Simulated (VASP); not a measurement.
Runs of VASP 6.6.1 on ZnW3. The structure is that of space group Pm-3m (No. 221), or close to it. The cells are those of the table. 

```tsv
task	cell	k mesh	cutoff (eV)	gap on the mesh (eV)	pressure (GPa)	relaxed volume (Å³/atom)
relaxation of cell and atoms	relaxed from a = 3.962 Å, 4 atoms	12 × 12 × 12	600	none	0.0	15.57
single point	a = 3.930 Å, 4 atoms	4 × 4 × 4	520	none	(a)	-
single point	a = 3.962 Å, 4 atoms	4 × 4 × 4	520	none	0.2	-
relaxation of cell and atoms	relaxed from a = 3.930 Å, 4 atoms	4 × 4 × 4	600	none	-0.1	15.57
single point	a = 3.960 Å, 4 atoms	12 × 12 × 12	520	none	0.7	-
```

Alike in all rows: level PBE; potentials or basis VASP PAW PBE potentials, release 64 (Zn, W_sv); no spin polarisation; smearing gaussian 0.1 eV.

Problem. Fill in the values left out.

Solution. (a) 6.6.

Caveats: some runs use coarse meshes; spin-orbit coupling is left out, which moves the levels of the heavy elements.

A k mesh can miss the band edges, and the runs leave out spin-orbit coupling on W.

A gap of «none» marks levels without a gap at the run's occupations.
